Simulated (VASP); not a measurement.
Here is a VASP 6.6.1 calculation.

The input POSCAR:

```
ScAl3
1.0
    4.0878065700      0.0000000000      0.0000000000
    0.0000000000      4.0878065700      0.0000000000
    0.0000000000      0.0000000000      4.0878065700
Sc Al
1 3
Direct
    0.0000000000      0.0000000000      0.0000000000
    0.5000000000      0.0000000000      0.5000000000
    0.0000000000      0.5000000000      0.5000000000
    0.5000000000      0.5000000000      0.0000000000
```

INCAR.step1

```
SYSTEM = ScAl3
  PREC = Accurate
  ENCUT = 520
  ISMEAR = 0
  SIGMA = 0.05
  LREAL = .FALSE.
  LASPH = .TRUE.
  NELM = 80
  NBANDS = 18
  GGA = PE
  ALGO = Normal
  EDIFF = 1E-4
  LWAVE = .TRUE.
  LCHARG = .FALSE.
```

INCAR.step2

```
SYSTEM = ScAl3
  PREC = Accurate
  ENCUT = 520
  EDIFF = 1E-8
  ISMEAR = 0
  SIGMA = 0.05
  LREAL = .FALSE.
  LASPH = .TRUE.
  NELM = 80
  ALGO = Normal
  ISIF = 2
  LWAVE = .FALSE.
  LCHARG = .FALSE.
  METAGGA = R2SCAN
  LMIXTAU = .TRUE.
  LEFG = .TRUE.
  NBANDS = 18
  ISTART = 1
```

File KPOINTS:

```
Automatic mesh
0
G
  10 10 10
  0 0 0
```

Potentials or basis: VASP PAW PBE potentials, release 64 (Sc_sv, Al).

Command:

```console
$ cat potpaw_PBE.64/Sc_sv/POTCAR potpaw_PBE.64/Al/POTCAR > POTCAR
$ cp INCAR.step1 INCAR
$ mpirun -np 1 vasp_std > vasp.out
$ cp INCAR.step2 INCAR
$ mpirun -np 1 vasp_std > vasp.out
```

Task: Estimate the pressure.

Result: -0.2 GPa.

Task: Estimate the band gap on the k mesh.

Result: Zero (bands 10 and 11 overlap by 4.25 eV).

Electric field gradients, principal values (V/Å²):
```csv
atom,least,middle,greatest (by size)
1 Sc,0.000,0.000,0.000
2 Al,-9.740,-9.740,19.479
3 Al,-9.740,-9.740,19.479
4 Al,-9.740,-9.740,19.479
```

Caveat: without QUAD_EFG the Cq values of the log hold for a quadrupole moment of 1 mb, not for the nuclei; the PAW data sets were made with another functional, which shifts forces and pressure a little.
